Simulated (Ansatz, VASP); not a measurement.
**PbSe: VASP beside Ansatz**

```
Pb Se
1.0
     0.09186    3.10808    3.10808
     3.10808    0.09186    3.10808
     3.10808    3.10808    0.09186
Pb Se
1 1
Direct
  0.00000 0.00000 0.00000
  0.50000 0.50000 0.50000
```

Change from the starting cell: equal xy, yz and zx shear strains of +3 %, crystal datasets.

Alike in both runs: task electric field gradients; functional PBEsol; k mesh 9 × 9 × 9; occupations fermi-dirac, width 0.01 eV; no spin polarisation.

```csv
,VASP,Ansatz
version,VASP 6.6.1,Ansatz 0.2.0
potentials or method,"VASP PAW PBE potentials, release 64 (Pb_d, Se), cutoff 400 eV","all-electron PAW with datasets made for the crystal, scalar-relativistic"
```

Ansatz gave:

```
gap on the k mesh at the Fermi level (eV)                     : 0.38
pressure (GPa)                                                : -0.6
traceless stress, the component that is largest in VASP (GPa) : -0.56
size of Vzz on the site where it differs most (V/Å²)          : 10.6
```

**Question.** What did VASP give for the same quantities?

**Answer.** gap on the k mesh at the Fermi level (eV): 0.38; pressure (GPa): -0.6; traceless stress, the component that is largest in VASP (GPa): -0.56; size of Vzz on the site where it differs most (V/Å²): 5.4.

VASP's potentials were made for PBE, not for PBEsol. Ansatz ran all-electron here, and VASP with PAW potentials.

Spin-orbit coupling is off throughout.
